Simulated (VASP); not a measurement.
# CdTe (CsCl type) (Pm-3m) in VASP: a series of runs

The runs below take CdTe (CsCl type) through density of states, with PBE.

Program: VASP 6.6.1. These are calculated values, not measurements. Logs are shortened: lines on timing, memory, paths and dates and some standing lists are left out, and cuts for length are marked.

## (1) The cell of the first run

Symmetry: Pm-3m, No. 221, cubic system. Conventional cell: a = 3.102 Å, b = 3.102 Å, c = 3.102 Å, α = 90.00°, β = 90.00°, γ = 90.00°. Cd (site symmetry m-3m) has 8 Te at 2.69 Å and 6 Cd at 3.10 Å within 3.5 Å. Te (site symmetry m-3m) has 8 Cd at 2.69 Å and 6 Te at 3.10 Å within 3.5 Å.

## (2) Density of states, PBE (volume scaled by 0.55)

POSCAR reads:

```
CdTe
1.0
    3.1017001583      0.0000000000      0.0000000000
    0.0000000000      3.1017001583      0.0000000000
    0.0000000000      0.0000000000      3.1017001583
Cd Te
1 1
Direct
    0.0000000000      0.0000000000      0.0000000000
    0.5000000000      0.5000000000      0.5000000000
```

INCAR.step1 reads:

```
SYSTEM = CdTe
ALGO = Normal
EDIFF = 1E-7
ENCUT = 520
GGA = PE
ISIF = 2
ISMEAR = -1
LASPH = .TRUE.
LCHARG = .TRUE.
LREAL = .FALSE.
LWAVE = .FALSE.
NBANDS = 16
NELM = 80
PREC = Accurate
SIGMA = 0.05
```

KPOINTS.step1 reads:

```
k-points
0
G
  11 11 11
  0 0 0
```

INCAR.step2 reads:

```
SYSTEM = CdTe
ALGO = Normal
EDIFF = 1E-7
ENCUT = 520
GGA = PE
ICHARG = 11
ISIF = 2
ISMEAR = -5
LASPH = .TRUE.
LCHARG = .FALSE.
LORBIT = 10
LREAL = .FALSE.
LWAVE = .FALSE.
NEDOS = 1001
NELM = 80
PREC = Accurate
SIGMA = 0.05
```

KPOINTS.step2 reads:

```
k-points
0
G
  17 17 17
  0 0 0
```

Potentials or basis: VASP PAW PBE potentials, release 64 (Cd, Te).

Run with:

```bash
> cat potpaw_PBE.64/Cd/POTCAR potpaw_PBE.64/Te/POTCAR > POTCAR
> cp INCAR.step1 INCAR
> cp KPOINTS.step1 KPOINTS
> mpirun -np 1 vasp_std > vasp.out
> cp INCAR.step2 INCAR
> cp KPOINTS.step2 KPOINTS
> mpirun -np 1 vasp_std > vasp.out
```

OUTCAR:

```text
SYSTEM = CdTe
   EDIFF = 1E-7
   ENCUT = 520
   GGA = PE
   ICHARG = 11
   ISIF = 2
   ISMEAR = -5
   LASPH = .TRUE.
   LORBIT = 10
   LREAL = .FALSE.
   NELM = 80
   PREC = Accurate

 ion  position               nearest neighbor table
   1  0.000  0.000  0.000-   2 2.69   2 2.69   2 2.69   2 2.69   2 2.69   2 2.69   2 2.69   2 2.69

   2  0.500  0.500  0.500-   1 2.69   1 2.69   1 2.69   1 2.69   1 2.69   1 2.69   1 2.69   1 2.69

  LATTYP: Found a simple cubic cell.
 ALAT       =     3.1017001583

  Lattice vectors:

 A1 = (   3.1017001583,   0.0000000000,   0.0000000000)
 A2 = (   0.0000000000,   3.1017001583,   0.0000000000)
 A3 = (   0.0000000000,   0.0000000000,   3.1017001583)

Analysis of symmetry for initial positions (statically):
=====================================================================
 Subroutine PRICEL returns:
 Original cell was already a primitive cell.

 Routine SETGRP: Setting up the symmetry group for a
 simple cubic supercell.

 Subroutine GETGRP returns: Found 48 space group operations
 (whereof 48 operations were pure point group operations)
 out of a pool of 48 trial point group operations.

The static configuration has the point symmetry O_h .

Analysis of symmetry for dynamics (positions and initial velocities):
=====================================================================
 Subroutine PRICEL returns:
 Original cell was already a primitive cell.

 Routine SETGRP: Setting up the symmetry group for a
 simple cubic supercell.

 Subroutine GETGRP returns: Found 48 space group operations
 (whereof 48 operations were pure point group operations)
 out of a pool of 48 trial point group operations.

The dynamic configuration has the point symmetry O_h .

 Subroutine INISYM returns: Found 48 space group operations
 (whereof 48 operations are pure point group operations),
 and found     1 'primitive' translations

----------------------------------------------------------------------------------------

                                     Primitive cell

  volume of cell :      29.8400

  direct lattice vectors                    reciprocal lattice vectors
     3.101700158  0.000000000  0.000000000     0.322403827  0.000000000  0.000000000
     0.000000000  3.101700158  0.000000000     0.000000000  0.322403827  0.000000000
     0.000000000  0.000000000  3.101700158     0.000000000  0.000000000  0.322403827

  length of vectors
     3.101700158  3.101700158  3.101700158     0.322403827  0.322403827  0.322403827

  position of ions in fractional coordinates (direct lattice)
     0.000000000  0.000000000  0.000000000
     0.500000000  0.500000000  0.500000000

  ion indices of the primitive-cell ions
   primitive index   ion index
                 1           1
                 2           2

----------------------------------------------------------------------------------------

 KPOINTS: k-points

Automatic generation of k-mesh.
 Grid dimensions read from file:
 generate k-points for:   17   17   17

 Generating k-lattice:

  Cartesian coordinates                     Fractional coordinates (reciprocal lattice)
     0.018964931  0.000000000  0.000000000     0.058823529  0.000000000  0.000000000
     0.000000000  0.018964931  0.000000000     0.000000000  0.058823529  0.000000000
     0.000000000  0.000000000  0.018964931     0.000000000  0.000000000  0.058823529

  Length of vectors
     0.018964931  0.018964931  0.018964931

  Shift w.r.t. Gamma in fractional coordinates (k-lattice)
     0.000000000  0.000000000  0.000000000

 TETIRR: Found   2433 inequivalent tetrahedra from    29478

 Subroutine IBZKPT returns following result:
 ===========================================

 Found    165 irreducible k-points:

 Following reciprocal coordinates:
            Coordinates               Weight
  0.000000  0.000000  0.000000      1.000000
  0.058824  0.000000  0.000000      6.000000
  0.117647  0.000000  0.000000      6.000000
  0.176471  0.000000  0.000000      6.000000
  0.235294  0.000000  0.000000      6.000000
  0.294118  0.000000  0.000000      6.000000
[... 16 lines left out ...]
  0.411765  0.117647  0.000000     24.000000
  0.470588  0.117647  0.000000     24.000000
 [... further k-points ...]
   k-points           NKPTS =    165   k-points in BZ     NKDIM =    165   number of bands    NBANDS=     13
   number of dos      NEDOS =   1001   number of ions     NIONS =      2
   total plane-waves  NPLWV =  13824
   dimension x,y,z NGX =    24 NGY =   24 NGZ =   24
   dimension x,y,z NGXF=    48 NGYF=   48 NGZF=   48
   ions per type =               1   1
   NGX,Y,Z   is equivalent  to a cutoff of  12.86, 12.86, 12.86 a.u.
   NGXF,Y,Z  is equivalent  to a cutoff of  25.73, 25.73, 25.73 a.u.
 SYSTEM =  CdTe
   PREC   = accura    normal or accurate (medium, high low for compatibility)
   ISTART =      0    job   : 0-new  1-cont  2-samecut
   ICHARG =     11    charge: 1-file 2-atom 10-const
   ISPIN  =      1    spin polarized calculation?
   LNONCOLLINEAR =      F non collinear calculations
   LSORBIT =      F    spin-orbit coupling
   LASPH  =      T    aspherical Exc in radial PAW
   ENCUT  =  520.0 eV  38.22 Ry    6.18 a.u.   5.77  5.77  5.77*2*pi/ulx,y,z
   NELM   =     80;   NELMIN=  2; NELMDL=  0     # of ELM steps
   EDIFF  = 0.1E-06   stopping-criterion for ELM
   LREAL  =      F    real-space projection
   EDIFFG = 0.1E-05   stopping-criterion for IOM
   NSW    =      0    number of steps for IOM
   IBRION =     -1    ionic relax: 0-MD 1-quasi-New 2-CG
   NFREE  =      0    steps in history (QN), initial steepest desc. (CG)
   ISIF   =      2    stress and relaxation
   ISYM   =      2    0-nonsym 1-usesym 2-fastsym
   POTIM  = 0.5000    time-step for ionic-motion
   TEBEG  =    0.0;   TEEND  =   0.0 temperature during run
   PSTRESS=    0.0 pullay stress
   NELECT =      18.0000    total number of electrons
   NUPDOWN=      -1.0000    fix difference up-down
   EMIN   =  10.00;   EMAX   =-10.00  energy-range for DOS
   EFERMI =   0.00;   METHOD = LEGACY
   ISMEAR =    -5;   SIGMA  =   0.05  broadening in eV -4-tet -1-fermi 0-gaus
   EFERMI_NEDOS =   21; number of points for ismear=-14 and -15
   IALGO  =     38    algorithm
   IMIX   =      4    mixing-type and parameters
     AMIX     =   0.40;   BMIX     =  1.00
     AMIX_MAG =   1.60;   BMIX_MAG =  1.00
  volume/ion in A,a.u.               =      14.92       100.69
  Fermi-wavevector in a.u.,A,eV,Ry     =   1.383245  2.613954 26.032944  1.913367
  Thomas-Fermi vector in A             =   2.507861
   LORBIT       =     10    0 simple, 1 ext, 2 COOP (PROOUT), +10 PAW based schemes
   GGA     = PE    functional components
   LHFCALC =     F    Hartree Fock is set to
   AEXX    =    0.0000 exact exchange contribution
   IVDW    =     0    specifies the selected vdW correction
   LEPSILON=     F    determine dielectric tensor
   LRPA    =     F    only Hartree local field effects (RPA)
 non-spin polarized calculation
 Fermi weights with tetrahedron method with Bloechl corrections
  energy-cutoff  :      520.00
  volume of cell :       29.84
 maximum number of plane-waves:       837
 NGX is ok and might be reduce to    24

 number of electron      17.9999997 magnetization

 Free energy of the ion-electron system (eV)
  ---------------------------------------------------
  ext. energy  EPLUGINS =         0.00000000
  ---------------------------------------------------
  free energy    TOTEN  =         1.38432292 eV

  energy without entropy =        1.38432292  energy(sigma->0) =        1.38432292

 E-fermi :  13.1974     XC(G=0): -13.1775

 val. band max:       13.2679636322   @ k =   0.4706   0.2941   0.2941
 cond. band min:      12.8279039621   @ k =   0.4706   0.3529   0.3529
 fundamental gap:     -0.4400596700
 Fermi energy:        13.1974255262

 k-point     1 :       0.0000    0.0000    0.0000
  band No.  band energies     occupation
      1      -4.7726      2.00000
      2       1.7606      2.00000
      3       1.7606      2.00000
      4       2.9595      2.00000
      5       2.9595      2.00000
      6       2.9595      2.00000
      7      10.8842      2.00000
      8      10.8842      2.00000
      9      10.8842      2.00000
     10      15.5474      0.00000
     11      17.6255      0.00000
     12      17.6255      0.00000
     13      26.6674      0.00000

 k-point     2 :       0.0588    0.0000    0.0000
  band No.  band energies     occupation
      1      -4.7172      2.00000
      2       1.7654      2.00000
      3       1.7740      2.00000
      4       2.9299      2.00000
      5       2.9299      2.00000
      6       2.9596      2.00000
      7      10.3760      2.00000
      8      10.9778      2.00000
      9      10.9778      2.00000
     10      15.8292      0.00000
     11      17.6255      0.00000
     12      17.9736      0.00000
     13      26.4331      0.00000

 k-point     3 :       0.1176    0.0000    0.0000
  band No.  band energies     occupation
      1      -4.5520      2.00000
      2       1.7791      2.00000
      3       1.8079      2.00000
      4       2.8474      2.00000
      5       2.8474      2.00000
      6       2.9602      2.00000
      7       9.2560      2.00000
      8      11.2517      2.00000
      9      11.2517      2.00000
     10      16.2211      0.00000
     11      17.6254      0.00000
     12      19.0717      0.00000
     13      25.6299      0.00000

 k-point     4 :       0.1765    0.0000    0.0000
  band No.  band energies     occupation
      1      -4.2801      2.00000
      2       1.7999      2.00000
      3       1.8413      2.00000
      4       2.7280      2.00000
      5       2.7280      2.00000
      6       2.9610      2.00000
      7       7.9872      2.00000
      8      11.6874      2.00000
      9      11.6874      2.00000
     10      16.4876      0.00000
     11      17.6254      0.00000
     12      20.7055      0.00000
     13      24.3333      0.00000

 k-point     5 :       0.2353    0.0000    0.0000
  band No.  band energies     occupation
      1      -3.9080      2.00000
      2       1.8253      2.00000
      3       1.8342      2.00000
      4       2.5919      2.00000
      5       2.5919      2.00000
      6       2.9620      2.00000
      7       6.7807      2.00000
      8      12.2587      2.00000
      9      12.2587      2.00000
     10      16.7281      0.00000
     11      17.6255      0.00000
     12      22.5458      0.00000
     13      23.0309      0.00000
[... 257 lines left out ...]
 k-point    22 :       0.3529    0.1176    0.0000
  band No.  band energies     occupation
      1      -2.7692      2.00000
      2       1.4923      2.00000
      3       1.9521      2.00000
      4       2.3789      2.00000
      5       2.3934      2.00000
      6       2.9046      2.00000
      7       5.1808      2.00000
      8      11.6654      2.05023
      9      13.8185     -0.13685
     10      17.3024      0.00000
     11      18.3736      0.00000
     12      19.7365      0.00000
     13      20.7731      0.00000

 k-point    23 :       0.4118    0.1176    0.0000
  band No.  band energies     occupation
      1      -2.2777      2.00000
      2       1.1401      2.00000
      3       1.9716      2.00000
      4       2.3039      2.00000
      5       2.3501      2.00000
      6       2.9085      2.00000
      7       4.6832      2.00000
      8      12.2687      2.05257
      9      14.4541     -0.00461
     10      16.8120      0.00000
     11      18.0670      0.00000
     12      19.8413      0.00000
     13      20.0316      0.00000

 k-point    24 :       0.4706    0.1176    0.0000
  band No.  band energies     occupation
      1      -1.9304      2.00000
      2       0.8420      2.00000
      3       1.9841      2.00000
      4       2.2644      2.00000
      5       2.3175      2.00000
      6       2.9107      2.00000
      7       4.4655      2.00000
      8      12.6909      1.82316
      9      14.8846      0.00000
     10      16.3073      0.00000
     11      18.0665      0.00000
     12      19.2629      0.00000
     13      20.3578      0.00000

 [... further k-points ...]
[... 5 lines left out ...]
  --------------------------------------------------------------------------------------
  -------------------------------------------------------------------------------------
  Total       22.6630867     22.6630867     22.6630867      0.0000000     -0.0000000      0.0000000
  in kB     1216.8308335   1216.8308335   1216.8308335      0.0000000     -0.0000000      0.0000000
  external PRESSURE =    1216.8308335 kB  Pullay stress =       0.0000000 kB

 VOLUME and BASIS-vectors are now :
 -----------------------------------------------------------------------------
  energy-cutoff  :      520.00
  volume of cell :       29.84
      direct lattice vectors                 reciprocal lattice vectors
     3.101700158  0.000000000  0.000000000     0.322403827  0.000000000  0.000000000
     0.000000000  3.101700158  0.000000000     0.000000000  0.322403827  0.000000000
     0.000000000  0.000000000  3.101700158     0.000000000  0.000000000  0.322403827

 POSITION                                       TOTAL-FORCE (eV/Angst)
 -----------------------------------------------------------------------------------
      0.00000      0.00000      0.00000         0.000000      0.000000      0.000000
      1.55085      1.55085      1.55085         0.000000      0.000000      0.000000
 -----------------------------------------------------------------------------------
    total drift:                               -0.000000      0.000000      0.000000

  FREE ENERGIE OF THE ION-ELECTRON SYSTEM (eV)
  ---------------------------------------------------
  free  energy   TOTEN  =         1.3843229195 eV

  energy  without entropy=        1.3843229195  energy(sigma->0) =        1.38432292

 total charge

# of ion       s       p       d       tot
------------------------------------------
    1        0.648   0.573   9.609  10.830
    2        1.460   2.106   0.194   3.761
--------------------------------------------------
tot          2.109   2.679   9.803  14.591
```

Wall time 29 s (1 thread of Intel Xeon Platinum 8259CL at 2.50GHz (Skylake/Cascade Lake), shared host); peak memory 0.19 GiB.

Results:

- Valence electrons inside the program's atomic spheres: Cd 10.83; Te 3.76

Levels at points of the mesh, in eV from the Fermi level:
| k point | band 6 | band 7 | band 8 | band 9 | band 10 | band 11 | band 12 | band 13 |
| --- | --- | --- | --- | --- | --- | --- | --- | --- |
| (0.00, 0.00, 0.00) | -10.24 | -2.31 | -2.31 | -2.31 | 2.35 | 4.43 | 4.43 | 13.47 |

Caveat: the cell differs from its parent crystal (volume scaled by 0.55); spin-orbit coupling is left out, which moves the levels of the heavy elements; tetrahedron occupations give inexact forces and stress in metals.

## (3) Density of states, PBE

This run uses another cell than the first one, of 27.13 Å³/atom, 1.818 times its volume.

POSCAR reads:

```
CdTe
1.0
    3.7856946592      0.0000000000      0.0000000000
    0.0000000000      3.7856946592      0.0000000000
    0.0000000000      0.0000000000      3.7856946592
Cd Te
1 1
Direct
    0.0000000000      0.0000000000      0.0000000000
    0.5000000000      0.5000000000      0.5000000000
```

INCAR.step1 reads:

```
  ALGO = Normal
  EDIFF = 1E-7
  ENCUT = 520
  GGA = PE
  ISIF = 2
  ISMEAR = -1
  LASPH = True
  LCHARG = True
  LREAL = False
  LWAVE = False
  NBANDS = 16
  NELM = 60
  PREC = Accurate
  SIGMA = 0.05
```

KPOINTS.step1 reads:

```
k-points
0
Gamma
  11 11 11
```

INCAR.step2 reads:

```
  ALGO = Normal
  EDIFF = 1E-7
  ENCUT = 520
  GGA = PE
  ICHARG = 11
  ISIF = 2
  ISMEAR = -5
  LASPH = True
  LCHARG = False
  LORBIT = 10
  LREAL = False
  LWAVE = False
  NBANDS = 16
  NEDOS = 2001
  NELM = 60
  PREC = Accurate
  SIGMA = 0.05
```

KPOINTS.step2 reads:

```
k-points
0
Gamma
  17 17 17
```

Potentials or basis: VASP PAW PBE potentials, release 64 (Cd, Te).

Run with:

```bash
> cat potpaw_PBE.64/Cd/POTCAR potpaw_PBE.64/Te/POTCAR > POTCAR
> cp INCAR.step1 INCAR
> cp KPOINTS.step1 KPOINTS
> mpirun -np 1 vasp_std > vasp.out
> cp INCAR.step2 INCAR
> cp KPOINTS.step2 KPOINTS
> mpirun -np 1 vasp_std > vasp.out
```

Run time: 74 s. Hardware: 1 thread of AMD EPYC 7R43 (Zen 3), shared host; peak memory 0.23 GiB.

It converged, with:

```
Valence electrons inside the program's atomic spheres : Cd 10.22; Te 3.30
```

Levels at points of the mesh, in eV from the Fermi level:
| k point | band 6 | band 7 | band 8 | band 9 | band 10 | band 11 | band 12 | band 13 |
| --- | --- | --- | --- | --- | --- | --- | --- | --- |
| (0.00, 0.00, 0.00) | -8.25 | -1.15 | -0.93 | -0.93 | -0.93 | 4.94 | 4.94 | 9.40 |

Caveat: spin-orbit coupling is left out, which moves the levels of the heavy elements; tetrahedron occupations give inexact forces and stress in metals.
